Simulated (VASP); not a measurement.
Cs: single point with LDA

Cs:

```xyz
1
Lattice="-2.8890 2.8890 2.8890 2.8890 -2.8890 2.8890 2.8890 2.8890 -2.8890" Properties=species:S:1:pos:R:3 pbc="T T T"
Cs    0.0000    0.0000    0.0000
```

```
Program             : VASP 6.6.1
Task                : single point
Functional          : LDA
Potentials or basis : VASP PAW LDA potentials, release 64 (Cs_sv)
Cutoff              : 520 eV
k mesh              : 6 × 6 × 6
Occupations         : fermi-dirac, width 0.05 eV
Spin                : no spin polarisation
```

- Pressure: 0.0 GPa

Levels at points of the mesh, in eV from the Fermi level:
```csv
k point,band 2,band 3,band 4,band 5,band 6,band 7
"(0.00, 0.00, 0.00)",-10.43,-10.43,-10.43,-1.87,2.52,2.52
"(0.50, 0.00, 0.00)",-10.68,-10.51,-10.43,-0.07,1.16,1.57
"(0.50, 0.50, 0.50)",-10.60,-10.60,-10.60,0.50,0.50,3.50
```

It took 6 s on 1 thread of Intel(R) Xeon(R) 6975P-C (Granite Rapids) (shared host), peak memory 0.18 GiB.

Caveat: spin-orbit coupling is left out, which moves the levels of the heavy elements.
